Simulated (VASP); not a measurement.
# Ge (I4/mmm) in VASP: a series of runs, part 2 of 3

VASP 6.6.1. Earlier steps stand in the parts before.

## 3. Relaxation of cell and atoms, PBE+D4

Contents of INCAR:

```
SYSTEM = Ge
PREC = Accurate ; ENCUT = 600
EDIFF = 1E-6 ; ISMEAR = -1
SIGMA = 0.05 ; LREAL = .FALSE.
LASPH = .TRUE. ; NELM = 80
ALGO = Normal ; ISIF = 3
LWAVE = .FALSE. ; LCHARG = .FALSE.
GGA = PE ; IVDW = 13
IBRION = 2 ; NSW = 60
EDIFFG = -0.01
```

Contents of KPOINTS:

```
regular mesh
0
G
  12 12 12
  0 0 0
```

Contents of POSCAR:

```
Ge
1.0
   -1.6084200000      1.6084200000      1.8731800000
    1.6084200000     -1.6084200000      1.8731800000
    1.6084200000      1.6084200000     -1.8731800000
Ge
1
Direct
    0.5000000000      0.5000000000      0.0000000000
```

Potentials or basis: VASP PAW PBE potentials, release 64 (Ge_d).

Command:

```
$ cat potpaw_PBE.64/Ge_d/POTCAR > POTCAR
$ mpirun -np 1 vasp_std > vasp.out
```

OUTCAR:

```text
SYSTEM = Ge
   PREC = Accurate
   ENCUT = 600
   EDIFF = 1E-6
   ISMEAR = -1
   LREAL = .FALSE.
   LASPH = .TRUE.
   NELM = 80
   ISIF = 3
   GGA = PE
   IVDW = 13
   IBRION = 2
   NSW = 60
   EDIFFG = -0.01

 ion  position               nearest neighbor table
   1  0.500  0.500  0.000-

  LATTYP: Found a body centered tetragonal cell.
 ALAT       =     3.2168400000
 C/A-ratio  =     1.1646087465

  Lattice vectors:

 A1 = (  -1.6084200000,   1.6084200000,   1.8731800000)
 A2 = (   1.6084200000,  -1.6084200000,   1.8731800000)
 A3 = (   1.6084200000,   1.6084200000,  -1.8731800000)

Analysis of symmetry for initial positions (statically):
=====================================================================
 Subroutine PRICEL returns:
 Original cell was already a primitive cell.

 Routine SETGRP: Setting up the symmetry group for a
 body centered tetragonal supercell.

 Subroutine GETGRP returns: Found 16 space group operations
 (whereof 16 operations were pure point group operations)
 out of a pool of 16 trial point group operations.

The static configuration has the point symmetry D_4h.

Analysis of symmetry for dynamics (positions and initial velocities):
=====================================================================
 Subroutine PRICEL returns:
 Original cell was already a primitive cell.

 Routine SETGRP: Setting up the symmetry group for a
 body centered tetragonal supercell.

 Subroutine GETGRP returns: Found 16 space group operations
 (whereof 16 operations were pure point group operations)
 out of a pool of 16 trial point group operations.

The dynamic configuration has the point symmetry D_4h.

 Subroutine INISYM returns: Found 16 space group operations
 (whereof 16 operations are pure point group operations),
 and found     1 'primitive' translations

----------------------------------------------------------------------------------------

                                     Primitive cell

  volume of cell :      19.3838

  direct lattice vectors                    reciprocal lattice vectors
    -1.608420000  1.608420000  1.873180000     0.000000000  0.310864078  0.266925763
     1.608420000 -1.608420000  1.873180000     0.310864078  0.000000000  0.266925763
     1.608420000  1.608420000 -1.873180000     0.310864078  0.310864078  0.000000000

  length of vectors
     2.946664743  2.946664743  2.946664743     0.409738743  0.409738743  0.439628195

  position of ions in fractional coordinates (direct lattice)
     0.500000000  0.500000000  0.000000000

  ion indices of the primitive-cell ions
   primitive index   ion index
                 1           1

----------------------------------------------------------------------------------------

 KPOINTS: regular mesh

Automatic generation of k-mesh.
 Grid dimensions read from file:
 generate k-points for:   12   12   12

 Generating k-lattice:

  Cartesian coordinates                     Fractional coordinates (reciprocal lattice)
     0.000000000  0.025905340  0.022243814     0.083333333  0.000000000  0.000000000
     0.025905340  0.000000000  0.022243814     0.000000000  0.083333333  0.000000000
     0.025905340  0.025905340  0.000000000     0.000000000  0.000000000  0.083333333

  Length of vectors
     0.034144895  0.034144895  0.036635683

  Shift w.r.t. Gamma in fractional coordinates (k-lattice)
     0.000000000  0.000000000  0.000000000

 Subroutine IBZKPT returns following result:
 ===========================================

 Found    163 irreducible k-points:

 Following reciprocal coordinates:
            Coordinates               Weight
  0.000000  0.000000  0.000000      1.000000
  0.083333  0.000000 -0.000000      8.000000
  0.166667  0.000000  0.000000      8.000000
  0.250000 -0.000000  0.000000      8.000000
  0.333333 -0.000000  0.000000      8.000000
  0.416667 -0.000000  0.000000      8.000000
[... 16 lines left out ...]
  0.500000  0.166667  0.000000     16.000000
 -0.416667  0.166667 -0.000000     16.000000
 [... further k-points ...]
   k-points           NKPTS =    163   k-points in BZ     NKDIM =    163   number of bands    NBANDS=     11
   number of dos      NEDOS =    301   number of ions     NIONS =      1
   total plane-waves  NPLWV =  13824
   dimension x,y,z NGX =    24 NGY =   24 NGZ =   24
   dimension x,y,z NGXF=    48 NGYF=   48 NGZF=   48
   ions per type =               1
   NGX,Y,Z   is equivalent  to a cutoff of  13.54, 13.54, 13.54 a.u.
   NGXF,Y,Z  is equivalent  to a cutoff of  27.08, 27.08, 27.08 a.u.
 SYSTEM =  Ge
   PREC   = accura    normal or accurate (medium, high low for compatibility)
   ISTART =      0    job   : 0-new  1-cont  2-samecut
   ICHARG =      2    charge: 1-file 2-atom 10-const
   ISPIN  =      1    spin polarized calculation?
   LNONCOLLINEAR =      F non collinear calculations
   LSORBIT =      F    spin-orbit coupling
   LASPH  =      T    aspherical Exc in radial PAW
   ENCUT  =  600.0 eV  44.10 Ry    6.64 a.u.   5.89  5.89  5.89*2*pi/ulx,y,z
   NELM   =     80;   NELMIN=  2; NELMDL= -5     # of ELM steps
   EDIFF  = 0.1E-05   stopping-criterion for ELM
   LREAL  =      F    real-space projection
   EDIFFG = -.1E-01   stopping-criterion for IOM
   NSW    =     60    number of steps for IOM
   IBRION =      2    ionic relax: 0-MD 1-quasi-New 2-CG
   NFREE  =      1    steps in history (QN), initial steepest desc. (CG)
   ISIF   =      3    stress and relaxation
   ISYM   =      2    0-nonsym 1-usesym 2-fastsym
   POTIM  = 0.5000    time-step for ionic-motion
   TEBEG  =    0.0;   TEEND  =   0.0 temperature during run
   PSTRESS=    0.0 pullay stress
   NELECT =      14.0000    total number of electrons
   NUPDOWN=      -1.0000    fix difference up-down
   EMIN   =  10.00;   EMAX   =-10.00  energy-range for DOS
   EFERMI =   0.00;   METHOD = LEGACY
   ISMEAR =    -1;   SIGMA  =   0.05  broadening in eV -4-tet -1-fermi 0-gaus
   EFERMI_NEDOS =   21; number of points for ismear=-14 and -15
   IALGO  =     38    algorithm
   IMIX   =      4    mixing-type and parameters
     AMIX     =   0.40;   BMIX     =  1.00
     AMIX_MAG =   1.60;   BMIX_MAG =  1.00
  volume/ion in A,a.u.               =      19.38       130.81
  Fermi-wavevector in a.u.,A,eV,Ry     =   1.468829  2.775685 29.354024  2.157460
  Thomas-Fermi vector in A             =   2.584280
   LORBIT       =      0    0 simple, 1 ext, 2 COOP (PROOUT), +10 PAW based schemes
   GGA     = PE    functional components
   LHFCALC =     F    Hartree Fock is set to
   AEXX    =    0.0000 exact exchange contribution
   IVDW    =    13    specifies the selected vdW correction
   LEPSILON=     F    determine dielectric tensor
   LRPA    =     F    only Hartree local field effects (RPA)
 conjugate gradient relaxation of ions
 non-spin polarized calculation
  energy-cutoff  :      600.00
  volume of cell :       19.38
 maximum number of plane-waves:       684
   NGX = 11   NGY = 11   NGZ = 11

--------------------------------------- Ionic step        1  -------------------------------------------

 number of electron      13.9999999 magnetization

 Free energy of the ion-electron system (eV)
  ---------------------------------------------------
  ext. energy  EPLUGINS =         0.00000000
  ---------------------------------------------------
  free energy    TOTEN  =        -4.18530937 eV

  energy without entropy =       -4.18137652  energy(sigma->0) =       -4.18334294

------------------------ aborting loop because EDIFF is reached ----------------------------------------

  DFT-D4 for vdW energy calculation

  Edisp (eV):   -0.37107
[... 102 lines left out ...]
  FREE ENERGIE OF THE ION-ELECTRON SYSTEM (eV)
  ---------------------------------------------------
  free  energy   TOTEN  =        -4.5613888327 eV

  energy  without entropy=       -4.5568468595  energy(sigma->0) =       -4.55911785

[... ionic steps 4 to 16 ...]

--------------------------------------- Ionic step       17  -------------------------------------------

 number of electron      13.9999992 magnetization

------------------------ aborting loop because EDIFF is reached ----------------------------------------
[... 73 lines left out ...]
--------------------------------------- Ionic step       19  -------------------------------------------

 number of electron      13.9999992 magnetization

 Free energy of the ion-electron system (eV)
  ---------------------------------------------------
  ext. energy  EPLUGINS =         0.00000000
  ---------------------------------------------------
  free energy    TOTEN  =        -4.17976408 eV

  energy without entropy =       -4.17574870  energy(sigma->0) =       -4.17775639

 E-fermi :   7.0222     XC(G=0): -11.3431

 val. band max:        6.9929293411   @ k =  -0.4167   0.1667   0.0833
 cond. band min:       7.0262521941   @ k =  -0.2500  -0.2500   0.0833
 fundamental gap:      0.0333228530
 Fermi energy:         7.0222236902

 k-point     1 :       0.0000    0.0000    0.0000
  band No.  band energies     occupation
      1     -17.8526      2.00000
      2     -17.8526      2.00000
      3     -17.8195      2.00000
      4     -17.8078      2.00000
      5     -17.7629      2.00000
      6      -6.3542      2.00000
      7      15.8532      0.00000
      8      16.0966      0.00000
      9      16.0966      0.00000
     10      20.9318      0.00000
     11      20.9318      0.00000
[... 309 lines left out ...]
 k-point    24 :      -0.4167    0.1667   -0.0000
  band No.  band energies     occupation
      1     -17.8601      2.00000
      2     -17.8304      2.00000
      3     -17.7944      2.00000
      4     -17.7723      2.00000
      5     -17.7440      2.00000
      6      -2.6772      2.00000
      7       5.2393      2.00000
      8      10.2166      0.00000
      9      12.4879      0.00000
     10      17.0000      0.00000
     11      21.2689      0.00000

 [... further k-points ...]

------------------------ aborting loop because EDIFF is reached ----------------------------------------

  DFT-D4 for vdW energy calculation

  Edisp (eV):   -0.38408
[... 24 lines left out ...]
  FREE ENERGIE OF THE ION-ELECTRON SYSTEM (eV)
  ---------------------------------------------------
  free  energy   TOTEN  =        -4.5638395318 eV

  energy  without entropy=       -4.5598241484  energy(sigma->0) =       -4.56183184

 reached required accuracy - stopping structural energy minimisation
```

CONTCAR:

```text
Ge
   1.00000000000000
    -1.5569744968701229    1.5569744968701247    1.9280885802979049
     1.5569744968701229   -1.5569744968701211    1.9280885802979049
     1.5569744968701229    1.5569744968701211   -1.9280885802979049
  Ge
     1
Direct
     0.5000000000000000    0.5000000000000000    0.0000000000000000

  0.00000000E+00  0.00000000E+00  0.00000000E+00
```

It took 86 s on 1 thread of Intel Xeon 6975P-C (Granite Rapids), shared host; peak memory 0.18 GiB.

What came out:

| Quantity | Value |
| --- | --- |
| Free energy | -4.5638 eV |
| Relaxed volume | 18.70 Å³/atom |
| Relaxed cell | a = 2.927 Å, b = 2.927 Å, c = 2.927 Å, α = 115.72°, β = 115.72°, γ = 97.59° |
| Space group after relaxing (to 0.05 Å) | I4/mmm (No. 139) |
| Energy gained by relaxing | 7.5 meV/atom |
| Ionic steps | 19 |
| Pressure after relaxing | 0.0 GPa |
| Band gap on the k mesh | zero (band 7 reaches 15.85 eV, above the bottom of band 8 at 4.19 eV) |
| Dispersion energy per atom | -0.384 eV |

The path:
```
step  energy change (eV)  largest force (eV/Å)  pressure (GPa)  volume (Å³)
   1              0.0000                0.0000           -2.29        19.38
   2             -0.0050                0.0000            0.19        18.62
   3             -0.0050                0.0000            0.05        18.68
   4             -0.0050                0.0000           -0.03        18.69
   5             -0.0050                0.0000            0.00        18.69
   6             -0.0051                0.0000            0.13        18.70
   7             -0.0054                0.0000            0.20        18.72
   8             -0.0064                0.0000            0.29        18.75
   9             -0.0072                0.0000           -0.43        18.81
  10             -0.0073                0.0000           -0.58        18.79
  11             -0.0073                0.0000           -0.47        18.79
  12             -0.0073                0.0000           -0.40        18.78
  13             -0.0074                0.0000           -0.32        18.76
  14             -0.0074                0.0000           -0.20        18.73
  15             -0.0074                0.0000           -0.27        18.74
  16             -0.0074                0.0000           -0.31        18.73
  17             -0.0074                0.0000           -0.29        18.73
  18             -0.0074                0.0000           -0.27        18.72
  19             -0.0075                0.0000            0.03        18.70
```

Final structure:
```
Ge
1.0
    -1.55697    1.55697    1.92809
     1.55697   -1.55697    1.92809
     1.55697    1.55697   -1.92809
Ge
1
Direct
  0.50000 0.50000 0.00000
```

Levels at points of the mesh, in eV from the Fermi level:
| k point | band 4 | band 5 | band 6 | band 7 | band 8 | band 9 | band 10 | band 11 |
| --- | --- | --- | --- | --- | --- | --- | --- | --- |
| (0.00, 0.00, 0.00) | -24.83 | -24.79 | -13.38 | 8.83 | 9.07 | 9.07 | 13.91 | 13.91 |
| (0.50, 0.00, 0.00) | -24.77 | -24.75 | -7.97 | -5.69 | 5.66 | 7.57 | 11.00 | 11.32 |
| (0.50, 0.50, 0.00) | -24.77 | -24.73 | -6.45 | -4.90 | 2.86 | 3.94 | 7.29 | 7.36 |
| (0.50, 0.50, 0.50) | -24.74 | -24.74 | -4.11 | -3.29 | 1.22 | 1.22 | 4.88 | 5.59 |

Caveat: pairwise dispersion overbinds metals, which lowers pressure and volume.

## 4. Relaxation of cell and atoms, PBEsol+D3(BJ)

Contents of INCAR:

```
  ALGO = Normal
  EDIFF = 1E-6
  EDIFFG = -0.01
  ENCUT = 600
  GGA = PS
  IBRION = 2
  ISIF = 3
  ISMEAR = -1
  IVDW = 12
  LASPH = T
  LCHARG = F
  LREAL = F
  LWAVE = F
  NELM = 60
  NSW = 60
  PREC = Accurate
  SIGMA = 0.05
```

Contents of KPOINTS:

```
k-points
0
Gamma
  12 12 12
```

POSCAR is that of step 3.

Command:

```
$ cat potpaw_PBE.64/Ge_d/POTCAR > POTCAR
$ mpirun -np 1 vasp_std > vasp.out
```

Run time: 93 s. Hardware: 1 thread of Intel Xeon 6975P-C (Granite Rapids), shared host; peak memory 0.19 GiB.

It converged, with:

* Free energy: -5.0134 eV
* Relaxed volume: 17.39 Å³/atom
* Relaxed cell: a = 2.827 Å, b = 2.827 Å, c = 2.827 Å, α = 109.46°, β = 109.46°, γ = 109.49°
* Space group after relaxing (to 0.05 Å): Im-3m (No. 229)
* Energy gained by relaxing: 47.2 meV/atom
* Ionic steps: 18
* Pressure after relaxing: 0.0 GPa
* Band gap on the k mesh: zero (band 7 reaches 17.57 eV, above the bottom of band 8 at 4.19 eV)
* Dispersion energy per atom: -0.356 eV

Step by step:
| step | energy change (eV) | largest force (eV/Å) | pressure (GPa) | volume (Å³) |
| --- | --- | --- | --- | --- |
| 1 | 0.0000 | 0.0000 | -5.55 | 19.38 |
| 2 | -0.0300 | 0.0000 | 0.41 | 17.56 |
| 3 | -0.0305 | 0.0000 | 0.29 | 17.68 |
| 4 | -0.0305 | 0.0000 | -0.04 | 17.76 |
| 5 | -0.0305 | 0.0000 | 0.06 | 17.73 |
| 6 | -0.0306 | 0.0000 | 0.01 | 17.72 |
| 7 | -0.0308 | 0.0000 | -0.11 | 17.70 |
| 8 | -0.0308 | 0.0000 | -0.33 | 17.66 |
| 9 | -0.0325 | 0.0000 | 0.24 | 17.57 |
| 10 | -0.0428 | 0.0000 | 0.68 | 17.35 |
| 11 | -0.0348 | 0.0000 | 4.43 | 16.78 |
| 12 | -0.0382 | 0.0000 | 2.50 | 17.02 |
| 13 | -0.0412 | 0.0000 | 1.88 | 17.09 |
| 14 | -0.0461 | 0.0000 | 0.84 | 17.26 |
| 15 | -0.0456 | 0.0000 | 1.27 | 17.18 |
| 16 | -0.0465 | 0.0000 | 1.15 | 17.22 |
| 17 | -0.0465 | 0.0000 | 1.02 | 17.21 |
| 18 | -0.0472 | 0.0000 | 0.02 | 17.39 |

Final structure:
```
Ge
1.0
    -1.63243    1.63243    1.63174
     1.63243   -1.63243    1.63174
     1.63243    1.63243   -1.63174
Ge
1
Direct
  0.50000 0.50000 0.00000
```

Levels at points of the mesh, in eV from the Fermi level:
| k point | band 5 | band 6 | band 7 | band 8 | band 9 | band 10 |
| --- | --- | --- | --- | --- | --- | --- |
| (0.00, 0.00, 0.00) | -24.68 | -13.95 | 9.95 | 9.95 | 9.95 | 15.52 |
| (0.50, 0.00, 0.00) | -24.62 | -7.66 | -5.89 | 4.64 | 7.07 | 9.90 |
| (0.50, 0.50, 0.00) | -24.62 | -7.67 | -5.90 | 4.65 | 7.08 | 9.91 |
| (0.50, 0.50, 0.50) | -24.63 | -2.13 | -0.63 | -0.63 | -0.62 | 4.21 |

Caveat: the PAW data sets were made with another functional, which shifts forces and pressure a little; pairwise dispersion overbinds metals, which lowers pressure and volume.

(Part 2 of 3 ends here.)
